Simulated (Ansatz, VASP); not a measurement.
# MoS2 in VASP and in Ansatz

```
CELL_PARAMETERS angstrom
3.14944 0.00000 0.00000
-1.57472 2.72749 0.00000
0.00000 0.00000 6.64483
ATOMIC_POSITIONS crystal
Mo 0.00000 0.00000 0.00000
S 0.33333 0.66667 0.19817
S 0.33333 0.66667 0.80183
```

Alike in both runs: task single point; functional PBE; dispersion D3(BJ); k mesh 12 × 12 × 4; occupations gaussian, width 0.05 eV; no spin polarisation.

|  | VASP | Ansatz |
| --- | --- | --- |
| version | VASP 6.6.1 | Ansatz 0.2.0 |
| potentials or method | VASP PAW PBE potentials, release 64 (Mo_sv, S), cutoff 500 eV | scalar-relativistic, plane waves, PAW |
| valence electrons in the cell | 26 | 26 |

VASP gave:

* gap on the k mesh at the Fermi level (eV): none
* rms of the force components (eV/Å): 3.063

Q: Estimate Ansatz's values.

A: gap on the k mesh at the Fermi level (eV): none; rms of the force components (eV/Å): 3.086.

Atom by atom the forces differ by 0.023 eV/Å (rms over components). A gap of «none» marks a metal or a gap that the smearing closes.
